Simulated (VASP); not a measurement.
Runs of VASP 6.6.1 on Al3Ni2. The structure is that of space group P-3m1 (No. 164), or close to it. The cells are those of the table. 

| task | cell | k mesh | cutoff (eV) | smearing | gap on the mesh (eV) | pressure (GPa) | largest force (eV/Å) |
| --- | --- | --- | --- | --- | --- | --- | --- |
| relaxation of cell and atoms | relaxed to 8 GPa from a = 3.939, b = 3.939, c = 4.782 Å, angles 90.0, 90.0, 120.0°, 5 atoms | 12 × 12 × 8 | 600 | gaussian 0.1 eV | none | 8.0 | - |
| single point | a = 4.007, b = 4.007, c = 4.862 Å, angles 90.0, 90.0, 120.0°, 5 atoms | 12 × 12 × 10 | 520 | gaussian 0.15 eV | none | -0.2 | 0.03 |
| relaxation of shape and atoms at fixed volume | relaxed from a = 4.046, b = 4.046, c = 4.910 Å, angles 90.0, 90.0, 120.0°, 5 atoms | 12 × 12 × 8 | 660 | gaussian 0.1 eV | none | -4.3 | 0.01 |
| single point | a = 4.007, b = 4.007, c = 4.862 Å, angles 90.0, 90.0, 120.0°, 5 atoms | 12 × 12 × 8 | 520 | gaussian 0.1 eV | none | -0.2 | 0.02 |
| single point | a = 3.979, b = 3.979, c = 4.831 Å, angles 90.0, 90.0, 120.0°, 5 atoms | 12 × 12 × 8 | 520 | gaussian 0.1 eV | none | 2.8 | 0.03 |
| single point | a = 3.922, b = 3.922, c = 4.768 Å, angles 90.0, 90.0, 120.0°, 5 atoms | 12 × 12 × 8 | 660 | gaussian 0.1 eV | none | 9.9 | 0.02 |
| single point | a = 3.965, b = 3.965, c = 4.815 Å, angles 90.0, 90.0, 120.0°, 5 atoms | 12 × 12 × 8 | 660 | gaussian 0.1 eV | none | (a) | 0.02 |

Alike in all rows: level r2SCAN; potentials or basis VASP PAW PBE potentials, release 64 (Al, Ni); no spin polarisation.

Task: Fill in the values left out.

Result: (a) 4.4.

Caveats: the PAW data sets were made with another functional, which shifts forces and pressure a little; the cell stands under pressure (at least some runs); the cell is relaxed towards a set pressure, so the run minimises the enthalpy, not the energy (at least some runs).

A gap of «none» marks levels without a gap at the run's occupations.
